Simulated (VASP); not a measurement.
## Bi: single point with PBEsol

Crystal: Bi.

```xyz
2
Lattice="2.2003 1.2703 3.7771 -2.2003 1.2703 3.7771 0.0000 -2.5407 3.7771" Properties=species:S:1:pos:R:3 pbc="T T T"
Bi    0.0000    0.0000    2.6815
Bi    0.0000    0.0000    8.6497
```

| Quantity | Value |
| --- | --- |
| Program | VASP 6.6.1 |
| Task | single point |
| Functional | PBEsol |
| Potentials or basis | VASP PAW PBE potentials, release 64 (Bi_d) |
| Cutoff | 520 eV |
| k mesh | 14 × 14 × 14 |
| Occupations | fermi-dirac, width 0.1 eV |
| Spin | no spin polarisation |
| Dipole correction | no |
| Further INCAR settings | ALGO = Normal; EDIFF = 1e-06; NBANDS = 22 |

```yaml
Pressure: 5.1 GPa
Largest_force: 0.393 eV/Å
Band_gap_on_the_k_mesh: zero (bands 15 and 16 overlap by 0.23 eV)
```

Forces on the atoms (eV/Å):
```
Bi   0.000  0.000  0.393
Bi   0.000  0.000 -0.393
```

Stress tensor (GPa, compression positive):
```
5.27 0.00 0.00
0.00 5.27 0.00
0.00 0.00 4.71
```

Levels at points of the mesh, in eV from the Fermi level:
```tsv
k point	band 11	band 12	band 13	band 14	band 15	band 16	band 17	band 18	band 19	band 20
(0.00, 0.00, 0.00)	-13.88	-7.11	-1.76	-1.45	-1.45	2.78	3.15	3.15	5.46	5.62
(0.50, 0.00, 0.00)	-11.60	-11.00	-1.34	-1.23	-0.37	-0.29	0.26	0.72	7.74	8.75
(0.50, 0.50, 0.00)	-11.68	-9.51	-5.45	-3.55	-3.40	2.15	5.44	5.75	7.70	9.78
(0.50, 0.50, 0.50)	-12.27	-10.47	-0.89	-0.68	-0.68	0.42	0.42	0.64	7.36	9.17
```

Run time: 8.1 min on 1 thread of Intel Xeon 8259CL, with other jobs on the host, peak memory 0.43 GiB.

Caveat: the cell stands under pressure; the PAW data sets were made with another functional, which shifts forces and pressure a little; spin-orbit coupling is left out, which moves the levels of the heavy elements.
